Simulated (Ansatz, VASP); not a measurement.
One calculation of Ge3Te2S, two programs

```
Ge Te S
1.0
     6.33911    0.00000    0.00000
    -3.16956    5.48983    0.00000
     0.00000    0.00000    5.04261
Ge Te S
3 2 1
Direct
  0.00000 0.50000 0.98222
  0.50000 0.00000 0.98222
  0.50000 0.50000 0.98222
  0.66667 0.33333 0.58393
  0.33333 0.66667 0.58393
  0.00000 0.00000 0.05548
```

Change from the starting cell: species swapped into the NaSn2Pd3 type (P6mm, No. 183).

Alike in both runs: functional PBE; k mesh 3 × 3 × 4; occupations gaussian, width 0.1 eV; no spin polarisation.

Ansatz relaxed the structure, and its values are those at the end. VASP's run is a single point on that final structure, the one shown.

|  | VASP | Ansatz |
| --- | --- | --- |
| version | VASP 6.6.1 | Ansatz 0.2.0 |
| potentials or method | VASP PAW PBE potentials, release 64 (Ge_d, Te, S), cutoff 520 eV | scalar-relativistic, plane waves, PAW |
| valence electrons in the cell | 60 | 80 |

VASP gave:

```
gap on the k mesh at the Fermi level (eV) : none
pressure (GPa)                            : 0.1
rms of the force components (eV/Å)        : 0.022
```

Q: Estimate Ansatz's values.

A: gap on the k mesh at the Fermi level (eV): none; pressure (GPa): 0.1; rms of the force components (eV/Å): 0.009.

A gap of «none» marks a metal or a gap that the smearing closes. VASP's potentials hold 60 valence electrons a cell and Ansatz's 80, so a difference there can come from the potentials and not from the codes.

The k mesh is coarse, so the values compare programs but aren't converged. Neither program's run includes spin-orbit coupling.
